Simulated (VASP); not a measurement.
# Te2Se (R-3m) in VASP: a series of runs

Te2Se is run at these levels: PBE; tasks: single point, relaxation of cell and atoms.

All numbers are computed with VASP 6.6.1; they aren't measurements. Logs are shortened: lines on timing, memory, paths and dates and some standing lists are left out, and cuts for length are marked.

## Step 1: The cell of the first run

It takes space group R-3m (No. 166, trigonal). The conventional cell has a = 4.041 Å, b = 4.041 Å, c = 18.194 Å, α = 90.00°, β = 90.00°, γ = 120.00°. Within 4.2 Å of Te (site symmetry 3m) lie 4 Se at 3.04 to 4.11 Å and 9 Te at 3.18 to 4.04 Å. Within 4.2 Å of Se (site symmetry -3m) lie 8 Te at 3.04 to 4.11 Å and 6 Se at 4.04 Å.

## Step 2: Single point, PBE

File INCAR:

```
SYSTEM = Te2Se
PREC = Accurate
ENCUT = 520
EDIFF = 1E-6
ISMEAR = 0
SIGMA = 0.1
LREAL = .False.
LASPH = .True.
NELM = 80
ALGO = Normal
ISIF = 2
LWAVE = .False.
LCHARG = .False.
GGA = PE
NBANDS = 16
```

File KPOINTS:

```
regular mesh
0
Gamma
  12 12 12
  0 0 0
```

File POSCAR:

```
Te2Se
1.0
    2.0206319626      1.1666124075      6.0645485377
   -2.0206319626      1.1666124075      6.0645485377
    0.0000000000     -2.3332248151      6.0645485377
Te Se
2 1
Direct
    0.7741486158      0.7741486158      0.7741486158
    0.2258513842      0.2258513842      0.2258513842
    0.0000000000      0.0000000000      0.0000000000
```

Potentials or basis: VASP PAW PBE potentials, release 64 (Te, Se).

The run is started by

```sh
> cat potpaw_PBE.64/Te/POTCAR potpaw_PBE.64/Se/POTCAR > POTCAR
> mpirun -np 1 vasp_std > vasp.out
```

OUTCAR:

```text
SYSTEM = Te2Se
   PREC = Accurate
   ENCUT = 520
   EDIFF = 1E-6
   ISMEAR = 0
   LREAL = .False.
   LASPH = .True.
   NELM = 80
   ISIF = 2
   GGA = PE

 ion  position               nearest neighbor table
   1  0.774  0.774  0.774-   3 3.04   3 3.04   3 3.04   2 3.18   2 3.18   2 3.18
   2  0.226  0.226  0.226-   3 3.04   3 3.04   3 3.04   1 3.18   1 3.18   1 3.18
   3  0.000  0.000  0.000-   1 3.04   1 3.04   2 3.04   2 3.04   1 3.04   2 3.04

  LATTYP: Found a trigonal (rhomboedric) cell.
 ALAT       =     6.4978986606
 COS(alpha) =     0.8065990671

  Lattice vectors:

 A1 = (   2.0206319626,   1.1666124075,   6.0645485377)
 A2 = (  -2.0206319626,   1.1666124075,   6.0645485377)
 A3 = (   0.0000000000,  -2.3332248151,   6.0645485377)

Analysis of symmetry for initial positions (statically):
=====================================================================
 Subroutine PRICEL returns:
 Original cell was already a primitive cell.

 Routine SETGRP: Setting up the symmetry group for a
 trigonal (rhombohedral) supercell.

 Subroutine GETGRP returns: Found 12 space group operations
 (whereof 12 operations were pure point group operations)
 out of a pool of 12 trial point group operations.

The static configuration has the point symmetry D_3d.

Analysis of symmetry for dynamics (positions and initial velocities):
=====================================================================
 Subroutine PRICEL returns:
 Original cell was already a primitive cell.

 Routine SETGRP: Setting up the symmetry group for a
 trigonal (rhombohedral) supercell.

 Subroutine GETGRP returns: Found 12 space group operations
 (whereof 12 operations were pure point group operations)
 out of a pool of 12 trial point group operations.

The dynamic configuration has the point symmetry D_3d.

 Subroutine INISYM returns: Found 12 space group operations
 (whereof 12 operations are pure point group operations),
 and found     1 'primitive' translations

----------------------------------------------------------------------------------------

                                     Primitive cell

  volume of cell :      85.7756

  direct lattice vectors                    reciprocal lattice vectors
     2.020631963  1.166612407  6.064548538     0.247447338  0.142863787  0.054964245
    -2.020631963  1.166612407  6.064548538    -0.247447338  0.142863787  0.054964245
     0.000000000 -2.333224815  6.064548538     0.000000000 -0.285727574  0.054964245

  length of vectors
     6.497898661  6.497898661  6.497898661     0.290966175  0.290966175  0.290966175

  position of ions in fractional coordinates (direct lattice)
     0.774148616  0.774148616  0.774148616
     0.225851384  0.225851384  0.225851384
     0.000000000  0.000000000  0.000000000

  ion indices of the primitive-cell ions
   primitive index   ion index
                 1           1
                 2           2
                 3           3

----------------------------------------------------------------------------------------

 KPOINTS: regular mesh

Automatic generation of k-mesh.
 Grid dimensions read from file:
 generate k-points for:   12   12   12

 Generating k-lattice:

  Cartesian coordinates                     Fractional coordinates (reciprocal lattice)
     0.020620611  0.011905316  0.004580354     0.083333333  0.000000000  0.000000000
    -0.020620611  0.011905316  0.004580354     0.000000000  0.083333333  0.000000000
     0.000000000 -0.023810631  0.004580354     0.000000000  0.000000000  0.083333333

  Length of vectors
     0.024247181  0.024247181  0.024247181

  Shift w.r.t. Gamma in fractional coordinates (k-lattice)
     0.000000000  0.000000000  0.000000000

 Subroutine IBZKPT returns following result:
 ===========================================

 Found    189 irreducible k-points:

 Following reciprocal coordinates:
            Coordinates               Weight
  0.000000  0.000000  0.000000      1.000000
  0.083333 -0.000000 -0.000000      6.000000
  0.166667 -0.000000 -0.000000      6.000000
  0.250000 -0.000000  0.000000      6.000000
  0.333333 -0.000000  0.000000      6.000000
  0.416667  0.000000  0.000000      6.000000
[... 16 lines left out ...]
  0.500000  0.166667  0.000000     12.000000
 -0.416667  0.166667 -0.000000     12.000000
 [... further k-points ...]
   k-points           NKPTS =    189   k-points in BZ     NKDIM =    189   number of bands    NBANDS=     16
   number of dos      NEDOS =    301   number of ions     NIONS =      3
   total plane-waves  NPLWV = 110592
   dimension x,y,z NGX =    48 NGY =   48 NGZ =   48
   dimension x,y,z NGXF=    96 NGYF=   96 NGZF=   96
   ions per type =               2   1
   NGX,Y,Z   is equivalent  to a cutoff of  12.28, 12.28, 12.28 a.u.
   NGXF,Y,Z  is equivalent  to a cutoff of  24.56, 24.56, 24.56 a.u.
 SYSTEM =  Te2Se
   PREC   = accura    normal or accurate (medium, high low for compatibility)
   ISTART =      0    job   : 0-new  1-cont  2-samecut
   ICHARG =      2    charge: 1-file 2-atom 10-const
   ISPIN  =      1    spin polarized calculation?
   LNONCOLLINEAR =      F non collinear calculations
   LSORBIT =      F    spin-orbit coupling
   LASPH  =      T    aspherical Exc in radial PAW
   ENCUT  =  520.0 eV  38.22 Ry    6.18 a.u.  12.08 12.08 12.08*2*pi/ulx,y,z
   NELM   =     80;   NELMIN=  2; NELMDL= -5     # of ELM steps
   EDIFF  = 0.1E-05   stopping-criterion for ELM
   LREAL  =      F    real-space projection
   EDIFFG = 0.1E-04   stopping-criterion for IOM
   NSW    =      0    number of steps for IOM
   IBRION =     -1    ionic relax: 0-MD 1-quasi-New 2-CG
   NFREE  =      0    steps in history (QN), initial steepest desc. (CG)
   ISIF   =      2    stress and relaxation
   ISYM   =      2    0-nonsym 1-usesym 2-fastsym
   POTIM  = 0.5000    time-step for ionic-motion
   TEBEG  =    0.0;   TEEND  =   0.0 temperature during run
   PSTRESS=    0.0 pullay stress
   NELECT =      18.0000    total number of electrons
   NUPDOWN=      -1.0000    fix difference up-down
   EMIN   =  10.00;   EMAX   =-10.00  energy-range for DOS
   EFERMI =   0.00;   METHOD = LEGACY
   ISMEAR =     0;   SIGMA  =   0.10  broadening in eV -4-tet -1-fermi 0-gaus
   EFERMI_NEDOS =   21; number of points for ismear=-14 and -15
   IALGO  =     38    algorithm
   IMIX   =      4    mixing-type and parameters
     AMIX     =   0.40;   BMIX     =  1.00
     AMIX_MAG =   1.60;   BMIX_MAG =  1.00
  volume/ion in A,a.u.               =      28.59       192.95
  Fermi-wavevector in a.u.,A,eV,Ry     =   0.972847  1.838414 12.876976  0.946431
  Thomas-Fermi vector in A             =   2.103179
   LORBIT       =      0    0 simple, 1 ext, 2 COOP (PROOUT), +10 PAW based schemes
   GGA     = PE    functional components
   LHFCALC =     F    Hartree Fock is set to
   AEXX    =    0.0000 exact exchange contribution
   IVDW    =     0    specifies the selected vdW correction
   LEPSILON=     F    determine dielectric tensor
   LRPA    =     F    only Hartree local field effects (RPA)
 non-spin polarized calculation
 Gauss-broadening in eV      SIGMA  =   0.10
  energy-cutoff  :      520.00
  volume of cell :       85.78
 maximum number of plane-waves:      2338
   NGX = 25   NGY = 25   NGZ = 25

 number of electron      18.0000000 magnetization

 Free energy of the ion-electron system (eV)
  ---------------------------------------------------
  ext. energy  EPLUGINS =         0.00000000
  ---------------------------------------------------
  free energy    TOTEN  =        -9.28733293 eV

  energy without entropy =       -9.27730849  energy(sigma->0) =       -9.28232071

 E-fermi :   6.2042     XC(G=0):  -9.6001

 val. band max:        6.2038162214   @ k =  -0.3333   0.0833  -0.0000
 cond. band min:       6.2098258378   @ k =  -0.4167   0.0833   0.0000
 fundamental gap:      0.0060096165
 Fermi energy:         6.2041655366

 k-point     1 :       0.0000    0.0000    0.0000
  band No.  band energies     occupation
      1      -8.3474      2.00000
      2      -5.2948      2.00000
      3      -4.4572      2.00000
      4       3.6318      2.00000
      5       3.9187      2.00000
      6       4.1949      2.00000
[... 8 lines left out ...]
     15      12.4251      0.00000
     16      12.5077      0.00000

 k-point     2 :       0.0833   -0.0000   -0.0000
  band No.  band energies     occupation
      1      -8.2860      2.00000
      2      -5.3014      2.00000
      3      -4.4038      2.00000
      4       2.9153      2.00000
      5       3.3555      2.00000
      6       4.0716      2.00000
[... 8 lines left out ...]
     15      12.6758      0.00000
     16      12.7243      0.00000

 k-point     3 :       0.1667   -0.0000   -0.0000
  band No.  band energies     occupation
      1      -8.1066      2.00000
      2      -5.3022      2.00000
      3      -4.2930      2.00000
      4       2.0223      2.00000
      5       2.5694      2.00000
      6       3.8021      2.00000
[... 8 lines left out ...]
     15      12.6680      0.00000
     16      13.3386      0.00000

 k-point     4 :       0.2500   -0.0000    0.0000
  band No.  band energies     occupation
      1      -7.8269      2.00000
      2      -5.2716      2.00000
      3      -4.2371      2.00000
      4       1.3266      2.00000
      5       1.8957      2.00000
      6       3.5222      2.00000
[... 8 lines left out ...]
     15      13.0937      0.00000
     16      14.0673      0.00000
[... 324 lines left out ...]
 k-point    22 :       0.4167    0.1667    0.0000
  band No.  band energies     occupation
      1      -7.3042      2.00000
      2      -5.3516      2.00000
      3      -4.2826      2.00000
      4       1.0726      2.00000
      5       1.5676      2.00000
      6       2.2291      2.00000
[... 8 lines left out ...]
     15      12.5590      0.00000
     16      14.5652      0.00000

 k-point    23 :       0.5000    0.1667    0.0000
  band No.  band energies     occupation
      1      -7.0269      2.00000
      2      -5.1697      2.00000
      3      -4.5962      2.00000
      4       0.8011      2.00000
      5       1.7331      2.00000
      6       1.9732      2.00000
[... 8 lines left out ...]
     15      13.3749      0.00000
     16      14.4667      0.00000

 k-point    24 :      -0.4167    0.1667   -0.0000
  band No.  band energies     occupation
      1      -6.9228      2.00000
      2      -5.0462      2.00000
      3      -4.7413      2.00000
      4       0.6756      2.00000
      5       1.4527      2.00000
      6       2.2310      2.00000
[... 8 lines left out ...]
     15      13.9948      0.00000
     16      14.8523      0.00000

 [... further k-points ...]

------------------------ aborting loop because EDIFF is reached ----------------------------------------

  FORCE on cell =-STRESS in cart. coord.  units (eV):
  Direction    XX          YY          ZZ          XY          YZ          ZX
  --------------------------------------------------------------------------------------
  -------------------------------------------------------------------------------------
  Total       -0.0263137     -0.0263137     -0.0278948      0.0000000      0.0000000      0.0000000
  in kB       -0.4915063     -0.4915063     -0.5210388      0.0000000      0.0000000      0.0000000
  external PRESSURE =      -0.5013505 kB  Pullay stress =       0.0000000 kB

 VOLUME and BASIS-vectors are now :
 -----------------------------------------------------------------------------
  energy-cutoff  :      520.00
  volume of cell :       85.78
      direct lattice vectors                 reciprocal lattice vectors
     2.020631963  1.166612407  6.064548538     0.247447338  0.142863787  0.054964245
    -2.020631963  1.166612407  6.064548538    -0.247447338  0.142863787  0.054964245
     0.000000000 -2.333224815  6.064548538     0.000000000 -0.285727574  0.054964245

 POSITION                                       TOTAL-FORCE (eV/Angst)
 -----------------------------------------------------------------------------------
      0.00000     -0.00000     14.08459         0.000000      0.000000     -0.003524
      0.00000     -0.00000      4.10906         0.000000     -0.000000      0.003524
      0.00000      0.00000      0.00000         0.000000      0.000000      0.000000
 -----------------------------------------------------------------------------------
    total drift:                                0.000000      0.000000     -0.000000

  FREE ENERGIE OF THE ION-ELECTRON SYSTEM (eV)
  ---------------------------------------------------
  free  energy   TOTEN  =        -9.2873329338 eV

  energy  without entropy=       -9.2773084859  energy(sigma->0) =       -9.28232071
```

It took 2.9 min on 1 thread of Intel Xeon 6975P-C (Granite Rapids), shared host; peak memory 0.5 GiB.

Results:

```
Free energy            : -9.2873 eV
Pressure               : -0.1 GPa
Largest force          : 0.004 eV/Å
Band gap on the k mesh : zero (bands 9 and 10 overlap by 0.93 eV)
```

Forces on the atoms (eV/Å):
```
Te   0.000  0.000 -0.004
Te   0.000  0.000  0.004
Se   0.000  0.000  0.000
```

Caveat: spin-orbit coupling is left out, which moves the levels of the heavy elements.

## Step 3: Relaxation of cell and atoms, PBE

This run uses another cell than the first one, of 28.43 Å³/atom.

File INCAR:

```
ALGO     = Normal         # electronic algorithm
EDIFF    = 1E-6           # SCF threshold, eV
EDIFFG   = -0.01          # ionic threshold
ENCUT    = 600            # plane-wave cutoff, eV
GGA      = PE             # functional
IBRION   = 2              # ionic algorithm
ISIF     = 3              # what is computed and relaxed
ISMEAR   = 0              # smearing method
LASPH    = True           # aspherical terms in the spheres
LCHARG   = False          # write CHGCAR
LREAL    = False          # projectors in reciprocal space
LWAVE    = False          # write WAVECAR
NELM     = 60             # most SCF steps
NSW      = 100            # ionic steps
PREC     = Accurate       # precision mode
SIGMA    = 0.1            # smearing width, eV
```

File KPOINTS:

```
k-points
0
Gamma
  12 12 12
```

File POSCAR:

```
Te2Se
1.0
    2.0080053865      1.1593224504      6.1070439119
   -2.0080053865      1.1593224504      6.1070439119
    0.0000000000     -2.3186449009      6.1070439119
Te Se
2 1
Direct
    0.7743037752      0.7743037752      0.7743037752
    0.2256962248      0.2256962248      0.2256962248
    0.0000000000      0.0000000000      0.0000000000
```

Potentials or basis: VASP PAW PBE potentials, release 64 (Te, Se).

The run is started by

```sh
> cat potpaw_PBE.64/Te/POTCAR potpaw_PBE.64/Se/POTCAR > POTCAR
> mpirun -np 1 vasp_std > vasp.out
```

Wall time 9.7 min (1 thread of Intel Xeon 6975P-C (Granite Rapids), shared host); peak memory 0.61 GiB.

The run converged. Its results:

| Property | Result |
| --- | --- |
| Free energy | -9.2873 eV |
| Relaxed volume | 28.58 Å³/atom |
| Relaxed cell | a = 6.498 Å, b = 6.498 Å, c = 6.498 Å, α = 36.23°, β = 36.23°, γ = 36.23° |
| Space group after relaxing (to 0.1 Å) | R-3m (No. 166) |
| Energy gained by relaxing | 0.3 meV/atom |
| Ionic steps | 6 |
| Pressure after relaxing | 0.0 GPa |
| Largest force after relaxing | 0.010 eV/Å |
| Band gap on the k mesh | zero (bands 9 and 10 overlap by 0.92 eV) |

Forces in eV/Å, atoms in the order of the input:
```
Te   0.000  0.000 -0.010
Te   0.000  0.000  0.010
Se   0.000  0.000  0.000
```

Step by step:
```tsv
step	energy change (eV)	largest force (eV/Å)	pressure (GPa)	volume (Å³)
1	0.0000	0.0028	0.05	85.30
2	-0.0005	0.0058	0.04	85.41
3	-0.0010	0.0143	0.02	85.65
4	-0.0010	0.0153	0.03	85.66
5	-0.0010	0.0161	0.02	85.67
6	-0.0010	0.0096	-0.03	85.74
```

Final structure:
```cif
data_structure
_symmetry_space_group_name_H-M 'P 1'
_symmetry_Int_Tables_number 1
_cell_length_a 6.4981
_cell_length_b 6.4981
_cell_length_c 6.4981
_cell_angle_alpha 36.226
_cell_angle_beta 36.226
_cell_angle_gamma 36.226
_cell_volume 85.74
loop_
_atom_site_label
_atom_site_type_symbol
_atom_site_fract_x
_atom_site_fract_y
_atom_site_fract_z
_atom_site_occupancy
Te1 Te 0.77421 0.77421 0.77421 1
Te2 Te 0.22579 0.22579 0.22579 1
Se1 Se 0.00000 0.00000 0.00000 1
```

Levels at points of the mesh, in eV from the Fermi level:
| k point | band 7 | band 8 | band 9 | band 10 | band 11 | band 12 |
| --- | --- | --- | --- | --- | --- | --- |
| (0.00, 0.00, 0.00) | -2.00 | -1.42 | -1.42 | 0.96 | 0.96 | 2.73 |
| (0.50, 0.00, 0.00) | -3.07 | -2.58 | -0.63 | -0.48 | 2.23 | 2.59 |
| (0.50, 0.50, 0.00) | -3.38 | -0.32 | -0.13 | 0.03 | 0.36 | 1.85 |
| (0.50, 0.50, 0.50) | -0.09 | -0.09 | 0.02 | 0.02 | 0.21 | 0.71 |

Caveat: spin-orbit coupling is left out, which moves the levels of the heavy elements.
